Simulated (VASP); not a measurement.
A run of VASP 6.6.1 is set up as follows.

File INCAR:

```
PREC = Accurate ; ENCUT = 600
EDIFF = 1E-6 ; ISMEAR = -1
SIGMA = 0.05 ; LREAL = F
LASPH = T ; NELM = 200
ALGO = Normal ; ISIF = 2
LWAVE = F ; LCHARG = F
LNONCOLLINEAR = T ; MAGMOM = 0 0 0 0 0 0 0.196 0.058 -0.638 -0.297 -0.2 0.219
LORBIT = 11 ; LMAXMIX = 4
GGA = PE ; NBANDS = 45
GGA_COMPAT = F
```

KPOINTS

```
regular mesh
0
Gamma
  6 6 4
```

Contents of POSCAR:

```
Ni2SbTe
1.0
    3.9656228857      0.0000000000      0.0000000000
   -1.9828114428      3.4343301608      0.0000000000
    0.0000000000      0.0000000000      5.2034824400
Te Sb Ni
1 1 2
Direct
    0.3333333333      0.6666666667      0.0000000000
    0.6666666667      0.3333333333      0.5000000000
    0.0000000000      0.0000000000      0.2531824000
    0.0000000000      0.0000000000      0.7468176000
```

Potentials or basis: VASP PAW PBE potentials, release 64 (Te, Sb, Ni).

Launch:

```console
$ cat potpaw_PBE.64/Te/POTCAR potpaw_PBE.64/Sb/POTCAR potpaw_PBE.64/Ni/POTCAR > POTCAR
$ mpirun -np 1 vasp_ncl > vasp.out
```

Question: Predict the net moment.

Answer: 0.00 μB per cell.

Question: What does it give for the pressure?

Answer: 2.7 GPa.

Question: Estimate the largest force.

Answer: 0.059 eV/Å.

Question: Predict the band gap on the k mesh.

Answer: Zero (bands 31 and 32 overlap by 3.20 eV).

Stress tensor (GPa, compression positive):
```
2.97 0.00 0.00
0.00 2.97 0.00
0.00 0.00 2.20
```

Caveat: spin-orbit coupling is left out, which moves the levels of the heavy elements.
